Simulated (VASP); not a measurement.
Here is a VASP 6.6.1 calculation.

The input INCAR:

```
PREC = Accurate
ENCUT = 520
EDIFF = 1E-6
ISMEAR = -1
SIGMA = 0.05
LREAL = False
LASPH = True
NELM = 60
ALGO = Normal
ISIF = 2
LWAVE = False
LCHARG = True
GGA = VW
LELF = True
LVHAR = True
NBANDS = 55
```

The input KPOINTS:

```
Automatic mesh
0
Gamma
  9 9 5
```

POSCAR

```
Ga2O3
1.0
    6.0661212512     -1.5075930170      0.0055902696
    6.0661212512      1.5075930170      0.0055902696
   -1.3715577908      0.0000000000      5.5841227907
Ga O
4 6
Direct
    0.3411100808      0.3411100808      0.6856901243
    0.6588899192      0.6588899192      0.3143098757
    0.9093005905      0.9093005905      0.2049386647
    0.0906994095      0.0906994095      0.7950613353
    0.5035704018      0.5035704018      0.7442063855
    0.4964295982      0.4964295982      0.2557936145
    0.8269226429      0.8269226429      0.4378091167
    0.1730773571      0.1730773571      0.5621908833
    0.8343032483      0.8343032483      0.8906464716
    0.1656967517      0.1656967517      0.1093535284
```

Potentials or basis: VASP PAW PBE potentials, release 64 (Ga_d, O).

Command:

```console
$ cat potpaw_PBE.64/Ga_d/POTCAR potpaw_PBE.64/O/POTCAR > POTCAR
$ mpirun -np 1 vasp_std > vasp.out
```

Problem. Predict the pressure.

Solution. 0.9 GPa.

Problem. Predict the largest force.

Solution. 0.038 eV/Å.

Problem. Predict the band gap on the k mesh.

Solution. 2.50 eV (least direct gap 2.52 eV).

Stress tensor (GPa, compression positive):
```
0.78 0.00 0.03
0.00 1.06 0.00
0.03 0.00 0.88
```

Caveat: the PAW data sets were made with another functional, which shifts forces and pressure a little. A k mesh can miss the band edges.
